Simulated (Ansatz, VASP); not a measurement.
# Two plane-wave programs on Al2O3

```
Al O
1.0
     3.01748    0.00000    0.00000
    -1.50874    2.61322    0.00000
     0.00000    0.00000    7.27165
Al O
2 3
Direct
  0.00000 0.00000 0.27795
  0.00000 0.00000 0.72205
  0.33333 0.66667 0.19945
  0.66667 0.33333 0.80055
  0.00000 0.00000 0.50000
```

Change from the starting cell: strain +0.000 along x and y, -0.040 along z, atoms carried along.

Alike in both runs: task single point; functional r2SCAN; k mesh 12 × 12 × 4; occupations gaussian, width 0.05 eV; no spin polarisation.

```csv
,VASP,Ansatz
version,VASP 6.6.1,Ansatz 0.2.0
potentials or method,"VASP PAW PBE potentials, release 64 (Al, O), cutoff 520 eV","scalar-relativistic, plane waves, PAW"
valence electrons in the cell,24,24
```

```tsv
	VASP	Ansatz	Ansatz less VASP
gap on the k mesh at the Fermi level (eV)	3.69	3.70	+0.008
least direct gap on the mesh (eV)	3.69	3.70	+0.008
pressure (GPa)	3.3	3.2	-0.09
traceless stress, the component that is largest in VASP (GPa)	16.27	15.62	-0.654
rms of the force components (eV/Å)	0.788	0.740	-0.0484
```

VASP's potentials were made for PBE, not for r2SCAN. Atom by atom the forces differ by 0.049 eV/Å (rms over components).
